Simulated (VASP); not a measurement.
# TaPbO4 (F-43m) in VASP: relaxation of cell and atoms with PBE

Aim: the relaxation of cell and atoms of TaPbO4 with PBE.

Everything below comes from runs of VASP 6.6.1. Logs are shortened: lines on timing, memory, paths and dates and some standing lists are left out, and cuts for length are marked.

### Step 1. The cell of the first run

Symmetry: F-43m, No. 216, cubic system. The conventional cell has a = 6.572 Å, b = 6.572 Å, c = 6.572 Å, α = 90.00°, β = 90.00°, γ = 90.00°. Within 3.6 Å of Ta (site symmetry -43m) lie 12 O at 2.72 Å and 4 Pb at 2.85 Å. Pb (site symmetry -43m) has 12 O at 2.73 Å and 4 Ta at 2.85 Å within 3.6 Å. Within 3.0 Å of O (site symmetry 3m) lie 6 O at 2.29 to 2.35 Å and 3 Ta at 2.72 Å and 3 Pb at 2.73 Å.

The cell was generated, and may not be a known phase.

### Step 2. Relaxation of cell and atoms, PBE, collinear spin, ferrimagnetic start

INCAR

```
SYSTEM = TaPbO4
ALGO = Normal
EDIFF = 1E-7
EDIFFG = -0.01
ENCUT = 600
GGA = PE
GGA_COMPAT = .False.
IBRION = 2
ISIF = 3
ISMEAR = 0
ISPIN = 2
LASPH = .True.
LCHARG = .False.
LMAXMIX = 4
LORBIT = 11
LREAL = .False.
LWAVE = .False.
MAGMOM = -0.2 0 0.68 0.68 0.68 0.68
NELM = 200
NELMIN = 4
NSW = 100
PREC = Accurate
SIGMA = 0.1
```

KPOINTS

```
k-points
0
Gamma
  10 10 10
  0 0 0
```

POSCAR

```
TaPbO4
1.0
    0.0000000000      3.2859272129      3.2859272129
    3.2859272129      0.0000000000      3.2859272129
    3.2859272129      3.2859272129      0.0000000000
Ta Pb O
1 1 4
Direct
    0.2500000000      0.2500000000      0.2500000000
    0.0000000000      0.0000000000      0.0000000000
    0.6233590649      0.6233590649      0.1299228053
    0.6233590649      0.1299228053      0.6233590649
    0.1299228053      0.6233590649      0.6233590649
    0.6233590649      0.6233590649      0.6233590649
```

Potentials or basis: VASP PAW PBE potentials, release 64 (Ta_pv, Pb_d, O).

Run with:

```sh
> cat potpaw_PBE.64/Ta_pv/POTCAR potpaw_PBE.64/Pb_d/POTCAR potpaw_PBE.64/O/POTCAR > POTCAR
> mpirun -np 1 vasp_std > vasp.out
```

OUTCAR:

```text
SYSTEM = TaPbO4
   EDIFF = 1E-7
   EDIFFG = -0.01
   ENCUT = 600
   GGA = PE
   IBRION = 2
   ISIF = 3
   ISMEAR = 0
   ISPIN = 2
   LASPH = .True.
   LORBIT = 11
   LREAL = .False.
   NELM = 200
   NELMIN = 4
   NSW = 100
   PREC = Accurate

 ion  position               nearest neighbor table
   1  0.250  0.250  0.250-   3 2.72   4 2.72   5 2.72   4 2.72   5 2.72   6 2.72   3 2.72   5 2.72
                             6 2.72   3 2.72   4 2.72   6 2.72   2 2.85   2 2.85   2 2.85   2 2.85
   2  0.000  0.000  0.000-   6 2.73   4 2.73   6 2.73   3 2.73   5 2.73   6 2.73   4 2.73   5 2.73
                             3 2.73   3 2.73   4 2.73   5 2.73   1 2.85   1 2.85   1 2.85   1 2.85
   3  0.623  0.623  0.130-   1 2.72   1 2.72   1 2.72   2 2.73   2 2.73   2 2.73
   4  0.623  0.130  0.623-   1 2.72   1 2.72   1 2.72   2 2.73   2 2.73   2 2.73
   5  0.130  0.623  0.623-   1 2.72   1 2.72   1 2.72   2 2.73   2 2.73   2 2.73
   6  0.623  0.623  0.623-   1 2.72   1 2.72   1 2.72   2 2.73   2 2.73   2 2.73

  LATTYP: Found a face centered cubic cell.
 ALAT       =     6.5718544258

  Lattice vectors:

 A1 = (   0.0000000000,   3.2859272129,   3.2859272129)
 A2 = (   3.2859272129,   0.0000000000,   3.2859272129)
 A3 = (   3.2859272129,   3.2859272129,   0.0000000000)

Analysis of symmetry for initial positions (statically):
=====================================================================
 Subroutine PRICEL returns:
 Original cell was already a primitive cell.

 Routine SETGRP: Setting up the symmetry group for a
 face centered cubic supercell.

 Subroutine GETGRP returns: Found 24 space group operations
 (whereof 24 operations were pure point group operations)
 out of a pool of 48 trial point group operations.

The static configuration has the point symmetry T_d .

Analysis of symmetry for dynamics (positions and initial velocities):
=====================================================================
 Subroutine PRICEL returns:
 Original cell was already a primitive cell.

 Routine SETGRP: Setting up the symmetry group for a
 face centered cubic supercell.

 Subroutine GETGRP returns: Found 24 space group operations
 (whereof 24 operations were pure point group operations)
 out of a pool of 48 trial point group operations.

The dynamic configuration has the point symmetry T_d .

Analysis of structural, dynamic, and magnetic symmetry:
=====================================================================
 Subroutine PRICEL returns:
 Original cell was already a primitive cell.

 Routine SETGRP: Setting up the symmetry group for a
 face centered cubic supercell.

[... 135 lines left out ...]
  Thomas-Fermi vector in A             =   2.565016
   LORBIT       =     11    0 simple, 1 ext, 2 COOP (PROOUT), +10 PAW based schemes
   GGA     = PE    functional components
   LHFCALC =     F    Hartree Fock is set to
   AEXX    =    0.0000 exact exchange contribution
   IVDW    =     0    specifies the selected vdW correction
   LEPSILON=     F    determine dielectric tensor
   LRPA    =     F    only Hartree local field effects (RPA)
 conjugate gradient relaxation of ions
 spin polarized calculation
 Gauss-broadening in eV      SIGMA  =   0.10
  energy-cutoff  :      600.00
  volume of cell :       70.96
 maximum number of plane-waves:      2421
 NGX is ok and might be reduce to    40
   NGX = 19   NGY = 19   NGZ = 19

--------------------------------------- Ionic step        1  -------------------------------------------

 number of electron      49.0000004 magnetization       2.4904805

 Free energy of the ion-electron system (eV)
  ---------------------------------------------------
  ext. energy  EPLUGINS =         0.00000000
  ---------------------------------------------------
  free energy    TOTEN  =       -30.75991483 eV

  energy without entropy =      -30.74184194  energy(sigma->0) =      -30.75087839

------------------------ aborting loop because EDIFF is reached ----------------------------------------

  FORCE on cell =-STRESS in cart. coord.  units (eV):
  Direction    XX          YY          ZZ          XY          YZ          ZX
  --------------------------------------------------------------------------------------
  -------------------------------------------------------------------------------------
  Total        0.0680787      0.0680787      0.0680787     -0.0000000     -0.0000000      0.0000000
  in kB        1.5371555      1.5371555      1.5371555     -0.0000000     -0.0000000      0.0000000
  external PRESSURE =       1.5371555 kB  Pullay stress =       0.0000000 kB
[... 67 lines left out ...]
--------------------------------------- Ionic step        3  -------------------------------------------

 number of electron      49.0000004 magnetization       2.5004971

 Free energy of the ion-electron system (eV)
  ---------------------------------------------------
  ext. energy  EPLUGINS =         0.00000000
  ---------------------------------------------------
  free energy    TOTEN  =       -30.76032009 eV

  energy without entropy =      -30.74226912  energy(sigma->0) =      -30.75129460

 E-fermi :   6.3393     XC(G=0): -12.1009

 val. band max:        6.3378189685   @ k =   0.4000   0.3000   0.0000
 cond. band min:       6.3475099411   @ k =   0.4000   0.2000   0.0000
 fundamental gap:      0.0096909726
 Fermi energy:         6.3392559869

 spin component 1

 k-point     1 :       0.0000    0.0000    0.0000
  band No.  band energies     occupation
      1     -29.8755      1.00000
      2     -29.8755      1.00000
      3     -29.8755      1.00000
      4     -13.6395      1.00000
      5     -10.9921      1.00000
      6     -10.9921      1.00000
[... 781 lines left out ...]
     29       7.5496      0.00000
     30       8.3946      0.00000

 [... further k-points ...]

 spin component 2

 k-point     1 :       0.0000    0.0000    0.0000
  band No.  band energies     occupation
      1     -29.8734      1.00000
      2     -29.8734      1.00000
      3     -29.8734      1.00000
      4     -12.7418      1.00000
      5     -10.7272      1.00000
      6     -10.7272      1.00000
[... 816 lines left out ...]
  FREE ENERGIE OF THE ION-ELECTRON SYSTEM (eV)
  ---------------------------------------------------
  free  energy   TOTEN  =       -30.7603200877 eV

  energy  without entropy=      -30.7422691183  energy(sigma->0) =      -30.75129460

 reached required accuracy - stopping structural energy minimisation

 total charge

# of ion       s       p       d       tot
------------------------------------------
    1        0.241   6.056   2.087   8.384
    2        1.378   0.734   9.877  11.989
    3        1.624   3.139   0.000   4.763
    4        1.624   3.139   0.000   4.763
    5        1.624   3.139   0.000   4.763
    6        1.624   3.139   0.000   4.763
--------------------------------------------------
tot          8.113  19.346  11.964  39.423

 magnetization (x)

# of ion       s       p       d       tot
------------------------------------------
    1       -0.011  -0.005   0.008  -0.008
    2        0.007  -0.001  -0.002   0.004
    3        0.005   0.555   0.000   0.560
    4        0.005   0.555   0.000   0.560
    5        0.005   0.555   0.000   0.560
    6        0.005   0.555   0.000   0.560
--------------------------------------------------
tot          0.016   2.214   0.006   2.237
```

OSZICAR:

```text
N       E                     dE             d eps       ncg     rms          rms(c)
DAV:   1     0.598258809561E+03    0.59826E+03   -0.27712E+04  5640   0.207E+03
DAV:   2     0.319079090324E+02   -0.56635E+03   -0.53900E+03  6172   0.553E+02
[... 32 lines left out ...]
       N       E                     dE             d eps       ncg     rms          rms(c)
DAV:   1    -0.307603223421E+02   -0.43153E-05   -0.10696E-03  5646   0.274E-01    0.162E-02
DAV:   2    -0.307603222561E+02    0.86010E-07   -0.37714E-05  6820   0.491E-02    0.953E-03
DAV:   3    -0.307603209554E+02    0.13006E-05   -0.94176E-06  8540   0.243E-02    0.666E-03
DAV:   4    -0.307603200434E+02    0.91197E-06   -0.30161E-06  7386   0.153E-02    0.166E-03
DAV:   5    -0.307603200877E+02   -0.44217E-07   -0.12030E-07  3296   0.361E-03
   3 F= -.30760320E+02 E0= -.30751295E+02  d E =-.405262E-03  mag=     2.5005
```

CONTCAR:

```text
TaPbO4
   1.00000000000000
    -0.0000000000000000    3.2878586603041411    3.2878586603041411
     3.2878586603041411    0.0000000000000000    3.2878586603041411
     3.2878586603041411    3.2878586603041411    0.0000000000000000
  Ta              Pb              O
     1     1     4
Direct
     0.2500000000000000    0.2500000000000000    0.2500000000000000
     0.0000000000000000    0.0000000000000000    0.0000000000000000
     0.6236217637586617    0.6236217637586617    0.1291347087240148
     0.6236217637586617    0.1291347087240148    0.6236217637586617
     0.1291347087240148    0.6236217637586617    0.6236217637586617
     0.6236217637586617    0.6236217637586617    0.6236217637586617

  0.00000000E+00  0.00000000E+00  0.00000000E+00
  0.00000000E+00  0.00000000E+00  0.00000000E+00
  0.00000000E+00  0.00000000E+00  0.00000000E+00
  0.00000000E+00  0.00000000E+00  0.00000000E+00
  0.00000000E+00  0.00000000E+00  0.00000000E+00
  0.00000000E+00  0.00000000E+00  0.00000000E+00
```

It took 6.6 min on 1 thread of Intel Xeon 6975P-C (Granite Rapids), shared host; peak memory 0.43 GiB.

What came out:

| Item | Value |
| --- | --- |
| Free energy | -30.7603 eV |
| Relaxed volume | 11.85 Å³/atom |
| Relaxed cell | a = 4.650 Å, b = 4.650 Å, c = 4.650 Å, α = 60.00°, β = 60.00°, γ = 60.00° |
| Space group after relaxing (to 0.1 Å) | F-43m (No. 216) |
| Energy gained by relaxing | 0.1 meV/atom |
| Ionic steps | 3 |
| Pressure after relaxing | -0.1 GPa |
| Largest force after relaxing | 0.007 eV/Å |
| Net moment | 2.50 μB per cell |
| Site moments | Ta -0.01; Pb +0.00; O +0.56 μB |
| Valence electrons inside the program's atomic spheres | Ta 8.38; Pb 11.99; O 4.76 |

Forces in eV/Å, atoms in the order of the input:
```
Ta   0.000  0.000  0.000
Pb   0.000  0.000  0.000
O   -0.004 -0.004  0.004
O   -0.004  0.004 -0.004
O    0.004 -0.004 -0.004
O    0.004  0.004  0.004
```

Step by step:
```csv
step,energy change (eV),largest force (eV/Å),pressure (GPa),volume (Å³)
1,0.0000,0.0577,0.15,70.96
2,-0.0004,0.0100,-0.08,71.07
3,-0.0004,0.0066,-0.10,71.08
```

Final structure:
```
CELL_PARAMETERS angstrom
0.00000 3.28786 3.28786
3.28786 0.00000 3.28786
3.28786 3.28786 0.00000
ATOMIC_POSITIONS crystal
Ta 0.25000 0.25000 0.25000
Pb 0.00000 0.00000 0.00000
O 0.62362 0.62362 0.12913
O 0.62362 0.12913 0.62362
O 0.12913 0.62362 0.62362
O 0.62362 0.62362 0.62362
```

Levels at points of the mesh, in eV from the Fermi level:
Spin up:
```csv
k point,band 24,band 25,band 26,band 27,band 28,band 29
"(0.00, 0.00, 0.00)",-0.56,-0.56,0.33,0.33,0.33,2.20
"(0.50, 0.00, 0.00)",-0.36,-0.36,0.56,0.56,0.89,1.61
"(0.50, 0.50, 0.00)",-0.52,-0.52,0.06,0.06,0.06,1.66
```
Spin down:
| k point | band 21 | band 22 | band 23 | band 24 | band 25 | band 26 |
| --- | --- | --- | --- | --- | --- | --- |
| (0.00, 0.00, 0.00) | -0.09 | -0.09 | 0.04 | 0.04 | 0.04 | 1.89 |
| (0.50, 0.00, 0.00) | -2.29 | -0.81 | -0.05 | 0.71 | 0.71 | 1.17 |
| (0.50, 0.50, 0.00) | -2.04 | -1.94 | -0.94 | 0.07 | 0.07 | 0.12 |

Caveat: spin-orbit coupling is left out, which moves the levels of the heavy elements.
